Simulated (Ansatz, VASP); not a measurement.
Sn: VASP beside Ansatz

```xyz
4
Lattice="3.3436 0.0000 0.0000 -1.6718 2.8957 0.0000 0.0000 0.0000 11.0469" Properties=species:S:1:pos:R:3 pbc="T T T"
Sn   -1.6718    2.8957    0.0000
Sn   -1.6718    2.8957    5.5235
Sn    0.0000    1.9304    2.7617
Sn    1.6718    0.9652    8.2852
```

Alike in both runs: task single point; functional PBE; k mesh 12 × 12 × 4; occupations fermi-dirac, width 0.1 eV; no spin polarisation.

```csv
,VASP,Ansatz
version,VASP 6.6.1,Ansatz 0.2.0
potentials or method,"VASP PAW PBE potentials, release 64 (Sn_d), cutoff 500 eV","plane waves (420 eV) with PAW, scalar-relativistic"
valence electrons in the cell,56,56
```

```csv
,VASP,Ansatz,Ansatz less VASP
pressure (GPa),2.3,2.3,+0.07
"traceless stress, the component that is largest in VASP (GPa)",-0.17,-0.17,-0.004
```

The functional is the same, so the differences come from potentials, cutoffs and numerics.
